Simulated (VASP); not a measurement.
Zn17S16 (a cell with a defect): single point with PBE

Zn17S16 (a cell with a defect):

```xyz
33
Lattice="-5.4423 -5.4423 5.4423 5.4423 5.4423 5.4423 -5.4423 5.4423 -5.4423" Properties=species:S:1:pos:R:3 pbc="T T T"
Zn   -0.0186    2.7289    2.7289
Zn   -0.0078   -0.0078    5.4237
Zn    2.5820    2.5820    5.5815
Zn   -5.3032    2.5820    2.5820
Zn   -2.7026    5.4345    2.7289
Zn   -5.4501    2.7289   -2.7026
Zn   -0.0078    5.4237   -0.0078
Zn   -2.7026    2.7289    5.4345
Zn   -5.4609   -0.0078   -0.0078
Zn   -2.7134    2.7398   -0.0078
Zn    2.5820    5.5815    2.5820
Zn   -5.4501   -2.7026    2.7289
Zn   -2.7134   -0.0078    2.7398
Zn    0.1391    0.1391    0.1391
Zn   -2.7134   -2.7134    5.4237
Zn   -2.7134    5.4237   -2.7134
Zn    4.0817    4.0817    4.0817
S     1.4303    1.4303    1.4303
S    -4.0817    4.0817   -1.3606
S    -1.3606    6.8572   -1.3606
S    -4.0120    1.2908    1.2908
S    -1.3606    4.0817    1.3606
S     1.2908    6.8726    1.2908
S    -4.0817   -1.3606    4.0817
S    -1.3606    1.3606    4.0817
S     1.4149    4.0817    4.0817
S    -1.3606    1.3063   -1.3606
S    -1.3606   -1.3606    6.8572
S     1.2908    1.2908    6.8726
S    -1.3606   -1.3606    1.3063
S    -4.1361    4.0817    4.0817
S    -6.8029    1.3606   -1.3606
S    -6.8029   -1.3606    1.3606
```

This cell differs from its parent crystal: with an interstitial atom, then relaxed in part.

```yaml
Program: VASP 6.6.1
Task: single point
Functional: PBE
Potentials_or_basis: VASP PAW PBE potentials, release 64 (Zn, S)
Cutoff: 400 eV
k_mesh: 2 × 2 × 2, shifted
Occupations: gaussian, width 0.01 eV
Spin: no spin polarisation
```

| Property | Result |
| --- | --- |
| Largest force | 0.019 eV/Å |

Forces on the atoms (eV/Å):
```
Zn  -0.017 -0.006 -0.006
Zn   0.006  0.006 -0.017
Zn  -0.006 -0.006  0.006
Zn   0.006 -0.006 -0.006
Zn   0.017  0.006 -0.006
Zn   0.006 -0.006  0.017
Zn   0.006 -0.017  0.006
Zn   0.017 -0.006  0.006
Zn  -0.017  0.006  0.006
Zn  -0.006  0.017  0.006
Zn  -0.006  0.006 -0.006
Zn   0.006  0.017 -0.006
Zn  -0.006  0.006  0.017
Zn   0.006  0.006  0.006
Zn  -0.006 -0.006 -0.017
Zn  -0.006 -0.017 -0.006
Zn   0.000  0.000  0.000
S    0.005  0.005  0.005
S    0.000  0.000  0.000
S    0.000  0.004  0.000
S    0.005 -0.005 -0.005
S    0.000  0.000  0.000
S   -0.005  0.005 -0.005
S    0.000  0.000  0.000
S    0.000  0.000  0.000
S    0.004  0.000  0.000
S    0.000 -0.004  0.000
S    0.000  0.000  0.004
S   -0.005 -0.005  0.005
S    0.000  0.000 -0.004
S   -0.004  0.000  0.000
S    0.000  0.000  0.000
S    0.000  0.000  0.000
```

Levels at points of the mesh, in eV from the Fermi level:
```
           k point  band 146  band 147  band 148  band 149  band 150  band 151  band 152  band 153
(0.25, 0.25, 0.25)     -0.15     -0.10     -0.10     -0.10      2.26      3.54      3.57      3.57
```

It took 5.7 min on 1 thread of Intel(R) Xeon(R) Platinum 8488C (Sapphire Rapids) (shared host), peak memory 0.58 GiB.

Caveat: the cell carries a net charge on a neutralising background, which shifts energy and pressure; the cell differs from its parent crystal (with an interstitial atom, then relaxed in part); the cell is charged against a uniform background, so pressure and absolute levels hang on convention.
